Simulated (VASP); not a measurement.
Set up this calculation in VASP 6.6.1, as the native input.

```
Task                   : single point
Functional             : LDA
Potentials or basis    : VASP PAW LDA potentials, release 64 (Hg, Pd)
Cutoff                 : 520 eV
k mesh                 : 8 × 8 × 6
Occupations            : methfessel-paxton, width 0.1 eV
Spin                   : no spin polarisation
Dipole correction      : no
Further INCAR settings : ALGO = Normal; EDIFF = 1e-06; NBANDS = 18
```

The structure of HgPd (Potarite) lies in POSCAR:

```
HgPd
1.0
    3.0056906632      0.0000000000      0.0000000000
    0.0000000000      3.0056906632      0.0000000000
    0.0000000000      0.0000000000      3.6771536138
Hg Pd
1 1
Direct
    0.0000000000      0.0000000000      0.0000000000
    0.5000000000      0.5000000000      0.5000000000
```

These files were run (other wordings do the same):

INCAR

```
PREC = Accurate
ENCUT = 520
EDIFF = 1E-6
ISMEAR = 1
SIGMA = 0.1
LREAL = False
LASPH = True
NELM = 100
ALGO = Normal
ISIF = 2
LWAVE = False
LCHARG = False
NBANDS = 18
```

KPOINTS

```
regular mesh
0
Gamma
  8 8 6
```

Potentials or basis: VASP PAW LDA potentials, release 64 (Hg, Pd).

Command:

```sh
$ cat potpaw_LDA.64/Hg/POTCAR potpaw_LDA.64/Pd/POTCAR > POTCAR
$ mpirun -np 1 vasp_std > vasp.out
```

Results of the run:

The pressure is 0.0 GPa. The band gap on the k mesh is zero (band 11 reaches 9.13 eV, above the bottom of band 12 at 5.43 eV).

Caveat: spin-orbit coupling is left out, which moves the levels of the heavy elements.

Run time: 11 s on 1 thread of Intel(R) Xeon(R) Platinum 8559C (Emerald Rapids), on a shared host, peak memory 0.15 GiB.
